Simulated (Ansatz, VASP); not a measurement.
# MoS2 in VASP and in Ansatz

```xyz
3
Lattice="1.5399 0.9513 5.7971 -1.5399 0.9513 5.7971 0.0000 -1.9026 5.7971" Properties=species:S:1:pos:R:3 pbc="T T T"
Mo    0.0000    0.0000    0.0000
S     0.0000    0.0701   13.2038
S     0.0000   -0.0701    4.1873
```

Change from the starting cell: mode 7 frozen in at +0.066 Å, normal strain along y +0.0700.

Alike in both runs: task single point; functional PBEsol; dispersion D3(BJ); k mesh 15 × 15 × 15; occupations gaussian, width 0.15 eV; no spin polarisation.

|  | VASP | Ansatz |
| --- | --- | --- |
| version | VASP 6.6.1 | Ansatz 0.2.0 |
| potentials or method | VASP PAW PBE potentials, release 64 (Mo_sv, S), cutoff 520 eV | scalar-relativistic, plane waves, PAW |
| valence electrons in the cell | 26 | 26 |

```csv
,VASP,Ansatz,Ansatz less VASP
gap on the k mesh at the Fermi level (eV),none,none,-
pressure (GPa),-9.2,-9.3,-0.03
"traceless stress, the component that is largest in VASP (GPa)",-5.90,-5.88,+0.021
rms of the force components (eV/Å),0.388,0.387,-0.0004
```

VASP's potentials were made for PBE, not for PBEsol, and Ansatz warns of the same on its side. Atom by atom the forces differ by 0.000 eV/Å (rms over components). A gap of «none» marks a metal or a gap that the smearing closes.
